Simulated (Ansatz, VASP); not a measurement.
One calculation of Se, two programs

```
Se
1.0
     4.36620    0.06549    0.06549
    -2.12638    3.74849    0.02397
     0.07430    0.07430    4.95360
Se
3
Direct
  0.22540 0.00000 0.33333
  0.00000 0.22540 0.66667
  0.77460 0.77460 0.00000
```

Change from the starting cell: equal xy, yz and zx shear strains of +3 %.

Alike in both runs: task single point; functional PBE; k mesh 6 × 6 × 5; occupations fermi-dirac, width 0.03 eV; no spin polarisation.

|  | VASP | Ansatz |
| --- | --- | --- |
| version | VASP 6.6.1 | Ansatz 0.2.0 |
| potentials or method | VASP PAW PBE potentials, release 64 (Se), cutoff 520 eV | all-electron LAPW, scalar-relativistic |

```tsv
	VASP	Ansatz	Ansatz less VASP
pressure (GPa)	3.2	3.0	-0.14
traceless stress, the component that is largest in VASP (GPa)	-2.03	-2.01	+0.021
rms of the force components (eV/Å)	0.395	0.375	-0.0193
```

Atom by atom the forces differ by 0.023 eV/Å (rms over components). Ansatz ran all-electron here, and VASP with PAW potentials.
